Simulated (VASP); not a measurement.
Here is a VASP 6.6.1 calculation.

INCAR

```
PREC = Accurate
ENCUT = 520
EDIFF = 1E-6
ISMEAR = 0
SIGMA = 0.1
LREAL = F
LASPH = T
NELM = 100
ALGO = Normal
ISIF = 2
LWAVE = F
LCHARG = T
GGA = PE
LELF = T
LVHAR = T
NBANDS = 17
```

The input KPOINTS:

```
regular mesh
0
Gamma
  6 6 6
```

POSCAR

```
PbO
1.0
    0.0000000000      2.9186235036      2.9186235036
    2.9186235036      0.0000000000      2.9186235036
    2.9186235036      2.9186235036      0.0000000000
Pb O
1 1
Direct
    0.0000000000      0.0000000000      0.0000000000
    0.7500000000      0.7500000000      0.7500000000
```

Potentials or basis: VASP PAW PBE potentials, release 64 (Pb_d, O).

The run is started by

```sh
$ cat potpaw_PBE.64/Pb_d/POTCAR potpaw_PBE.64/O/POTCAR > POTCAR
$ mpirun -np 1 vasp_std > vasp.out
```

Predict the band gap on the k mesh.

0.76 eV (least direct gap 0.90 eV).

What does it give for the pressure?

-4.7 GPa.

Caveat: the cell stands under tension; spin-orbit coupling is left out, which moves the levels of the heavy elements. A k mesh can miss the band edges.
